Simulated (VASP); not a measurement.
# Se (Fd-3m) in VASP: a series of runs

Runs on Se. Level: PBEsol. Tasks: relaxation of cell and atoms, single point.

All numbers are computed with VASP 6.6.1; they aren't measurements. Logs are shortened: lines on timing, memory, paths and dates and some standing lists are left out, and cuts for length are marked.

### 1 The cell of the first run

It takes space group Fd-3m (No. 227, cubic). Conventional cell: a = 6.176 Å, b = 6.176 Å, c = 6.176 Å, α = 90.00°, β = 90.00°, γ = 90.00°. Within 3.5 Å of Se (site symmetry -43m) lie 4 Se at 2.67 Å.

### 2 Relaxation of cell and atoms, PBEsol

Contents of INCAR:

```
PREC = Accurate ; ENCUT = 500
EDIFF = 1E-7 ; ISMEAR = -1
SIGMA = 0.1 ; LREAL = False
LASPH = True ; NELM = 120
ALGO = Normal ; ISIF = 3
LWAVE = False ; LCHARG = False
GGA = PS ; IBRION = 2
NSW = 80 ; EDIFFG = -0.01
GGA_COMPAT = False ; NELMIN = 4
```

Contents of KPOINTS:

```
Automatic mesh
0
Gamma
  9 9 9
```

Contents of POSCAR:

```
Se
1.0
    0.0000000000      3.0878327507      3.0878327507
    3.0878327507      0.0000000000      3.0878327507
    3.0878327507      3.0878327507      0.0000000000
Se
2
Direct
    0.1250000000      0.1250000000      0.1250000000
    0.8750000000      0.8750000000      0.8750000000
```

Potentials or basis: VASP PAW PBE potentials, release 64 (Se).

The run is started by

```sh
$ cat potpaw_PBE.64/Se/POTCAR > POTCAR
$ mpirun -np 1 vasp_std > vasp.out
```

OUTCAR:

```text
PREC = Accurate
   ENCUT = 500
   EDIFF = 1E-7
   ISMEAR = -1
   LREAL = False
   LASPH = True
   NELM = 120
   ISIF = 3
   GGA = PS
   IBRION = 2
   NSW = 80
   EDIFFG = -0.01
   NELMIN = 4

 ion  position               nearest neighbor table
   1  0.125  0.125  0.125-   2 2.67   2 2.67   2 2.67   2 2.67
   2  0.875  0.875  0.875-   1 2.67   1 2.67   1 2.67   1 2.67

  LATTYP: Found a face centered cubic cell.
 ALAT       =     6.1756655014

  Lattice vectors:

 A1 = (   0.0000000000,   3.0878327507,   3.0878327507)
 A2 = (   3.0878327507,   0.0000000000,   3.0878327507)
 A3 = (   3.0878327507,   3.0878327507,   0.0000000000)

Analysis of symmetry for initial positions (statically):
=====================================================================
 Subroutine PRICEL returns:
 Original cell was already a primitive cell.

 Routine SETGRP: Setting up the symmetry group for a
 face centered cubic supercell.

 Subroutine GETGRP returns: Found 48 space group operations
 (whereof 12 operations were pure point group operations)
 out of a pool of 48 trial point group operations.

The static configuration has the point symmetry D_3d.
 The point group associated with its full space group is O_h .

Analysis of symmetry for dynamics (positions and initial velocities):
=====================================================================
 Subroutine PRICEL returns:
 Original cell was already a primitive cell.

 Routine SETGRP: Setting up the symmetry group for a
 face centered cubic supercell.

 Subroutine GETGRP returns: Found 48 space group operations
 (whereof 12 operations were pure point group operations)
 out of a pool of 48 trial point group operations.

The dynamic configuration has the point symmetry D_3d.
 The point group associated with its full space group is O_h .

 Subroutine INISYM returns: Found 48 space group operations
 (whereof 12 operations are pure point group operations),
 and found     1 'primitive' translations

----------------------------------------------------------------------------------------

                                     Primitive cell

  volume of cell :      58.8832

  direct lattice vectors                    reciprocal lattice vectors
     0.000000000  3.087832751  3.087832751    -0.161925869  0.161925869  0.161925869
     3.087832751  0.000000000  3.087832751     0.161925869 -0.161925869  0.161925869
     3.087832751  3.087832751  0.000000000     0.161925869  0.161925869 -0.161925869

  length of vectors
     4.366854954  4.366854954  4.366854954     0.280463831  0.280463831  0.280463831

  position of ions in fractional coordinates (direct lattice)
     0.125000000  0.125000000  0.125000000
     0.875000000  0.875000000  0.875000000

  ion indices of the primitive-cell ions
   primitive index   ion index
                 1           1
                 2           2

----------------------------------------------------------------------------------------

 KPOINTS: Automatic mesh

Automatic generation of k-mesh.
 Grid dimensions read from file:
 generate k-points for:    9    9    9

 Generating k-lattice:

  Cartesian coordinates                     Fractional coordinates (reciprocal lattice)
    -0.017991763  0.017991763  0.017991763     0.111111111  0.000000000  0.000000000
     0.017991763 -0.017991763  0.017991763     0.000000000  0.111111111  0.000000000
     0.017991763  0.017991763 -0.017991763     0.000000000  0.000000000  0.111111111

  Length of vectors
     0.031162648  0.031162648  0.031162648

  Shift w.r.t. Gamma in fractional coordinates (k-lattice)
     0.000000000  0.000000000  0.000000000

 Subroutine IBZKPT returns following result:
 ===========================================

 Found     35 irreducible k-points:

 Following reciprocal coordinates:
            Coordinates               Weight
  0.000000  0.000000  0.000000      1.000000
  0.111111  0.000000  0.000000      8.000000
  0.222222  0.000000  0.000000      8.000000
  0.333333  0.000000  0.000000      8.000000
  0.444444  0.000000  0.000000      8.000000
  0.111111  0.111111  0.000000      6.000000
[... 16 lines left out ...]
 -0.333333  0.333333  0.000000     12.000000
  0.444444  0.444444  0.000000      6.000000
 [... further k-points ...]
   k-points           NKPTS =     35   k-points in BZ     NKDIM =     35   number of bands    NBANDS=     10
   number of dos      NEDOS =    301   number of ions     NIONS =      2
   total plane-waves  NPLWV =  32768
   dimension x,y,z NGX =    32 NGY =   32 NGZ =   32
   dimension x,y,z NGXF=    64 NGYF=   64 NGZF=   64
   ions per type =               2
   NGX,Y,Z   is equivalent  to a cutoff of  12.18, 12.18, 12.18 a.u.
   NGXF,Y,Z  is equivalent  to a cutoff of  24.36, 24.36, 24.36 a.u.
 SYSTEM =  unknown system
   PREC   = accura    normal or accurate (medium, high low for compatibility)
   ISTART =      0    job   : 0-new  1-cont  2-samecut
   ICHARG =      2    charge: 1-file 2-atom 10-const
   ISPIN  =      1    spin polarized calculation?
   LNONCOLLINEAR =      F non collinear calculations
   LSORBIT =      F    spin-orbit coupling
   LASPH  =      T    aspherical Exc in radial PAW
   ENCUT  =  500.0 eV  36.75 Ry    6.06 a.u.   7.96  7.96  7.96*2*pi/ulx,y,z
   NELM   =    120;   NELMIN=  4; NELMDL= -5     # of ELM steps
   EDIFF  = 0.1E-06   stopping-criterion for ELM
   LREAL  =      F    real-space projection
   EDIFFG = -.1E-01   stopping-criterion for IOM
   NSW    =     80    number of steps for IOM
   IBRION =      2    ionic relax: 0-MD 1-quasi-New 2-CG
   NFREE  =      1    steps in history (QN), initial steepest desc. (CG)
   ISIF   =      3    stress and relaxation
   ISYM   =      2    0-nonsym 1-usesym 2-fastsym
   POTIM  = 0.5000    time-step for ionic-motion
   TEBEG  =    0.0;   TEEND  =   0.0 temperature during run
   PSTRESS=    0.0 pullay stress
   NELECT =      12.0000    total number of electrons
   NUPDOWN=      -1.0000    fix difference up-down
   EMIN   =  10.00;   EMAX   =-10.00  energy-range for DOS
   EFERMI =   0.00;   METHOD = LEGACY
   ISMEAR =    -1;   SIGMA  =   0.10  broadening in eV -4-tet -1-fermi 0-gaus
   EFERMI_NEDOS =   21; number of points for ismear=-14 and -15
   IALGO  =     38    algorithm
   IMIX   =      4    mixing-type and parameters
     AMIX     =   0.40;   BMIX     =  1.00
     AMIX_MAG =   1.60;   BMIX_MAG =  1.00
  volume/ion in A,a.u.               =      29.44       198.68
  Fermi-wavevector in a.u.,A,eV,Ry     =   0.963396  1.820554 12.627999  0.928132
  Thomas-Fermi vector in A             =   2.092938
   LORBIT       =      0    0 simple, 1 ext, 2 COOP (PROOUT), +10 PAW based schemes
   GGA     = PS    functional components
   LHFCALC =     F    Hartree Fock is set to
   AEXX    =    0.0000 exact exchange contribution
   IVDW    =     0    specifies the selected vdW correction
   LEPSILON=     F    determine dielectric tensor
   LRPA    =     F    only Hartree local field effects (RPA)
 conjugate gradient relaxation of ions
 non-spin polarized calculation
  energy-cutoff  :      500.00
  volume of cell :       58.88
 maximum number of plane-waves:      1516
   NGX = 15   NGY = 15   NGZ = 15

--------------------------------------- Ionic step        1  -------------------------------------------

 number of electron      11.9999998 magnetization

 Free energy of the ion-electron system (eV)
  ---------------------------------------------------
  ext. energy  EPLUGINS =         0.00000000
  ---------------------------------------------------
  free energy    TOTEN  =        -6.65800785 eV

  energy without entropy =       -6.60104688  energy(sigma->0) =       -6.62952737

------------------------ aborting loop because EDIFF is reached ----------------------------------------

  FORCE on cell =-STRESS in cart. coord.  units (eV):
  Direction    XX          YY          ZZ          XY          YZ          ZX
  --------------------------------------------------------------------------------------
  -------------------------------------------------------------------------------------
  Total        0.4174647      0.4174647      0.4174647     -0.0000000     -0.0000000      0.0000000
  in kB       11.3589727     11.3589727     11.3589727     -0.0000000     -0.0000000      0.0000000
  external PRESSURE =      11.3589727 kB  Pullay stress =       0.0000000 kB
[... 57 lines left out ...]
  energy  without entropy=       -6.6059016048  energy(sigma->0) =       -6.63434939

--------------------------------------- Ionic step        3  -------------------------------------------

 number of electron      11.9999996 magnetization

 Free energy of the ion-electron system (eV)
  ---------------------------------------------------
  ext. energy  EPLUGINS =         0.00000000
  ---------------------------------------------------
  free energy    TOTEN  =        -6.66305694 eV

  energy without entropy =       -6.60615839  energy(sigma->0) =       -6.63460766

 E-fermi :   2.3269     XC(G=0):  -8.5585

 val. band max:        2.3013436026   @ k =  -0.1111   0.1111   0.0000
 cond. band min:       2.3681988651   @ k =   0.2222   0.1111   0.0000
 fundamental gap:      0.0668552624
 Fermi energy:         2.3269000698

 k-point     1 :       0.0000    0.0000    0.0000
  band No.  band energies     occupation
      1     -13.2500      2.00000
      2      -7.7756      2.00000
      3      -1.2333      2.00000
      4      -1.2333      2.00000
      5      -1.2333      2.00000
      6       1.5098      1.99943
      7       1.5098      1.99943
      8       1.5098      1.99943
      9       6.5193      0.00000
     10       9.8974      0.00000
[... 287 lines left out ...]
 k-point    24 :       0.4444    0.4444    0.0000
  band No.  band energies     occupation
      1     -11.5256      2.00000
      2     -10.6652      2.00000
      3      -2.7504      2.00000
      4      -2.7504      2.00000
      5       0.2797      2.00000
      6       0.3253      2.00000
      7       4.5450      0.00000
      8       4.5450      0.00000
      9       7.9300      0.00000
     10       9.0481      0.00000

 [... further k-points ...]
[... 5 lines left out ...]
  --------------------------------------------------------------------------------------
  -------------------------------------------------------------------------------------
  Total        0.0014479      0.0014479      0.0014479     -0.0000000      0.0000000     -0.0000000
  in kB        0.0384468      0.0384468      0.0384468     -0.0000000      0.0000000     -0.0000000
  external PRESSURE =       0.0384468 kB  Pullay stress =       0.0000000 kB
[... 17 lines left out ...]
  FREE ENERGIE OF THE ION-ELECTRON SYSTEM (eV)
  ---------------------------------------------------
  free  energy   TOTEN  =        -6.6630569386 eV

  energy  without entropy=       -6.6061583870  energy(sigma->0) =       -6.63460766

 reached required accuracy - stopping structural energy minimisation
```

Wall time 17 s (1 thread of Intel Xeon Platinum 8559C (Emerald Rapids), shared host); peak memory 0.18 GiB.

What came out:

```yaml
Free_energy: -6.6631 eV
Relaxed_volume: 30.17 Å³/atom
Relaxed_cell: a = 4.403 Å, b = 4.403 Å, c = 4.403 Å, α = 60.00°, β = 60.00°, γ = 60.00°
Space_group_after_relaxing_to_0.05_Å: Fd-3m (No. 227)
Energy_gained_by_relaxing: 2.5 meV/atom
Ionic_steps: 3
Pressure_after_relaxing: 0.0 GPa
Band_gap_on_the_k_mesh: zero (band 6 reaches 2.60 eV, above the bottom of band 7 at 1.51 eV)
```

Step by step:
```tsv
step	energy change (eV)	largest force (eV/Å)	pressure (GPa)	volume (Å³)
1	0.0000	0.0000	1.14	58.88
2	-0.0048	0.0000	-0.24	60.68
3	-0.0050	0.0000	0.00	60.34
```

Final structure:
```yaml
crystal:
  lattice:
    - [0.00000, 3.11307, 3.11307]
    - [3.11307, 0.00000, 3.11307]
    - [3.11307, 3.11307, 0.00000]
  atoms:
    - { symbol: Se, position: [0.12500, 0.12500, 0.12500] }
    - { symbol: Se, position: [0.87500, 0.87500, 0.87500] }
```

Caveat: the PAW data sets were made with another functional, which shifts forces and pressure a little.

### 3 Single point, PBEsol

This run uses another cell than the first one, of 30.14 Å³/atom, 1.024 times its volume.

Contents of INCAR:

```
  PREC = Accurate
  ENCUT = 500
  EDIFF = 1E-6
  ISMEAR = -1
  SIGMA = 0.1
  LREAL = F
  LASPH = T
  NELM = 120
  ALGO = Normal
  ISIF = 2
  LWAVE = F
  LCHARG = T
  GGA = PS
  LELF = T
  LVHAR = T
  NBANDS = 13
  GGA_COMPAT = F
```

Contents of KPOINTS:

```
regular mesh
0
Gamma
  14 14 14
```

Contents of POSCAR:

```
Se
1.0
    0.0000000000      3.1119861359      3.1119861359
    3.1119861359      0.0000000000      3.1119861359
    3.1119861359      3.1119861359      0.0000000000
Se
2
Direct
    0.1250000000      0.1250000000      0.1250000000
    0.8750000000      0.8750000000      0.8750000000
```

Potentials or basis: VASP PAW PBE potentials, release 64 (Se).

The run is started by

```sh
$ cat potpaw_PBE.64/Se/POTCAR > POTCAR
$ mpirun -np 1 vasp_std > vasp.out
```

Run time: 21 s. Hardware: 1 thread of Intel Xeon Platinum 8559C (Emerald Rapids), shared host; peak memory 0.2 GiB.

The run converged. Its results:

- Free energy: -6.6641 eV
- Pressure: 0.0 GPa
- Band gap on the k mesh: zero (band 6 reaches 2.63 eV, above the bottom of band 7 at 1.52 eV)

Levels at points of the mesh, in eV from the Fermi level:
| k point | band 4 | band 5 | band 6 | band 7 | band 8 | band 9 |
| --- | --- | --- | --- | --- | --- | --- |
| (0.00, 0.00, 0.00) | -3.56 | -3.56 | -0.82 | -0.82 | -0.82 | 4.19 |
| (0.50, 0.00, 0.00) | -4.30 | -4.26 | 0.30 | 0.30 | 1.86 | 6.72 |
| (0.50, 0.50, 0.00) | -5.11 | -2.03 | -2.03 | 2.32 | 2.32 | 6.14 |

Caveat: the PAW data sets were made with another functional, which shifts forces and pressure a little.
